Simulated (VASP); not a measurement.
Here is a VASP 6.6.1 calculation.

The input INCAR:

```
PREC = Accurate
ENCUT = 520
EDIFF = 1E-8
ISMEAR = -1
SIGMA = 0.05
LREAL = False
LASPH = True
NELM = 100
ALGO = Normal
ISIF = 2
LWAVE = False
LCHARG = False
GGA = PE
LEFG = True
NBANDS = 25
```

The input KPOINTS:

```
regular mesh
0
Gamma
  7 7 7
```

Contents of POSCAR:

```
Si3N4
1.0
    4.1307800000      0.0000000000      0.0000000000
    0.0000000000      4.1307800000      0.0000000000
    0.0000000000      0.0000000000      4.1307800000
Si N
3 4
Direct
    0.0000000000      0.0000000000      0.5000000000
    0.5000000000      0.0000000000      0.0000000000
    0.0000000000      0.5000000000      0.0000000000
    0.2395200000      0.2395200000      0.7604800000
    0.7604800000      0.7604800000      0.7604800000
    0.2395200000      0.7604800000      0.2395200000
    0.7604800000      0.2395200000      0.2395200000
```

Potentials or basis: VASP PAW PBE potentials, release 64 (Si, N).

Run with:

```sh
$ cat potpaw_PBE.64/Si/POTCAR potpaw_PBE.64/N/POTCAR > POTCAR
$ mpirun -np 1 vasp_std > vasp.out
```

Question: Predict the largest force.

Answer: 0.017 eV/Å.

Question: What does it give for the band gap on the k mesh?

Answer: 2.74 eV, indirect (least direct gap 2.92 eV).

Forces in eV/Å, atoms in the order of the input:
```
Si   0.000  0.000  0.000
Si   0.000  0.000  0.000
Si   0.000  0.000  0.000
N   -0.010 -0.010  0.010
N    0.010  0.010  0.010
N   -0.010  0.010 -0.010
N    0.010 -0.010 -0.010
```

Caveat: without QUAD_EFG the Cq values of the log hold for a quadrupole moment of 1 mb, not for the nuclei. A k mesh can miss the band edges.
